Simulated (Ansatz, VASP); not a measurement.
As in VASP and in Ansatz

File INCAR:

```
PREC = Accurate
ENCUT = 520
EDIFF = 1E-6
ISMEAR = 0
SIGMA = 0.02
LREAL = False
LASPH = True
NELM = 60
ALGO = Normal
ISIF = 2
LWAVE = False
LCHARG = False
LDIPOL = True
IDIPOL = 3
DIPOL = 0.5 0.5 0.500
GGA = CA
NBANDS = 12
```

The input KPOINTS:

```
Automatic mesh
0
Gamma
  9 9 1
```

File POSCAR:

```
As
1.0
    3.6330000000      0.0000000000      0.0000000000
   -1.8165000000      3.1462702920      0.0000000000
    0.0000000000      0.0000000000     28.0000000000
As
2
Direct
    0.3333333333      0.6666666667      0.5211428571
    0.6666666667      0.3333333333      0.4788571429
```

Input for Ansatz:

```yaml
crystal:
  lattice:
    - [3.633, 0.0, 0.0]
    - [-1.8165, 3.146270292, 0.0]
    - [0.0, 0.0, 28.0]
  atoms:
    - { symbol: As, position: [0.3333333333, 0.6666666667, 0.5211428571] }
    - { symbol: As, position: [0.6666666667, 0.3333333333, 0.4788571429] }
  periodic: [true, true, false]
basis:
  ecutwfc: 420
kpoints:
  mp_grid: { grid: [9, 9, 1] }
hamiltonian:
  xc: lda
scf:
  occupations: { method: gaussian, width: 0.02 }
output:
  forces: true
  stress: true
  eigenvalues: true
```

Alike in both runs: task single point; functional LDA; k mesh 9 × 9 × 1; occupations gaussian, width 0.02 eV; no spin polarisation.

```csv
,VASP,Ansatz
version,VASP 6.6.1,Ansatz 0.2.0
potentials or method,"VASP PAW LDA potentials, release 64 (As), cutoff 520 eV","scalar-relativistic, plane waves, PAW"
valence electrons in the cell,10,30
```

```tsv
	VASP	Ansatz	Ansatz less VASP
gap on the k mesh at the Fermi level (eV)	0.72	0.77	+0.055
least direct gap on the mesh (eV)	0.82	0.87	+0.050
rms of the force components (eV/Å)	1.341	1.255	-0.0867
```

LDA's correlation is that of Perdew and Zunger in VASP and of Perdew and Wang (1992) in Ansatz. Atom by atom the forces differ by 0.087 eV/Å (rms over components). VASP's potentials hold 10 valence electrons a cell and Ansatz's 30, so a difference there can come from the potentials and not from the codes.
